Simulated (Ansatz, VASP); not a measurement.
# Co in VASP and in Ansatz

INCAR

```
SYSTEM = Co
PREC = Accurate
ENCUT = 520
EDIFF = 1E-6
ISMEAR = -1
SIGMA = 0.05
LREAL = .False.
LASPH = .True.
NELM = 150
ALGO = Normal
ISIF = 2
LWAVE = .False.
LCHARG = .True.
ISPIN = 2
MAGMOM = 1.826
LORBIT = 11
LMAXMIX = 4
GGA = PE
LELF = .True.
LVHAR = .True.
NBANDS = 14
```

File KPOINTS:

```
regular mesh
0
Gamma
  18 18 18
  0 0 0
```

File POSCAR:

```
Co
1.0
   -1.4599588900      1.4599588900      1.4599588900
    1.4599588900     -1.4599588900      1.4599588900
    1.4599588900      1.4599588900     -1.4599588900
Co
1
Direct
    0.0000000000      0.0000000000      0.0000000000
```

Input for Ansatz:

```yaml
crystal:
  lattice:
    - [-1.45995889, 1.45995889, 1.45995889]
    - [1.45995889, -1.45995889, 1.45995889]
    - [1.45995889, 1.45995889, -1.45995889]
  atoms:
    - { symbol: Co, position: [0.0, 0.0, 0.0], spin: 1.826 }
hamiltonian:
  xc: pbe
  pseudopotentials:
    kind: paw
    azcp:
      Co: "pseudopotentials/Co.paw.azcp"
basis:
  ecutwfc: 420
  fft_grid_basis: typed
kpoints:
  mp_grid: { grid: [18, 18, 18], shift: [0, 0, 0] }
magnetization:
  spin_polarized: true
scf:
  occupations: { method: fermi_dirac, width: 0.05 }
  lower_state_search: "off"
output:
  stress: true
  write_density: true
  write_potential: true
  elf: true
  volumetric_format: npy
```

Alike in both runs: task single point; functional PBE; k mesh 18 × 18 × 18; occupations fermi-dirac, width 0.05 eV; collinear spin.

|  | VASP | Ansatz |
| --- | --- | --- |
| version | VASP 6.6.1 | Ansatz 0.2.0 |
| potentials or method | VASP PAW PBE potentials, release 64 (Co), cutoff 520 eV | plane waves (420 eV) with PAW, scalar-relativistic |
| valence electrons in the cell | 9 | 17 |

|  | VASP | Ansatz | Ansatz less VASP |
| --- | --- | --- | --- |
| pressure (GPa) | -17.7 | -17.5 | +0.25 |
| net moment per atom (μB) | 1.83 | 1.85 | +0.019 |
| size of the moment on the site where the two differ most (μB) | 1.87 | 1.93 | +0.057 |

Site moments also hang on the region over which each program counts them. VASP's potentials hold 9 valence electrons a cell and Ansatz's 17, so a difference there can come from the potentials and not from the codes.
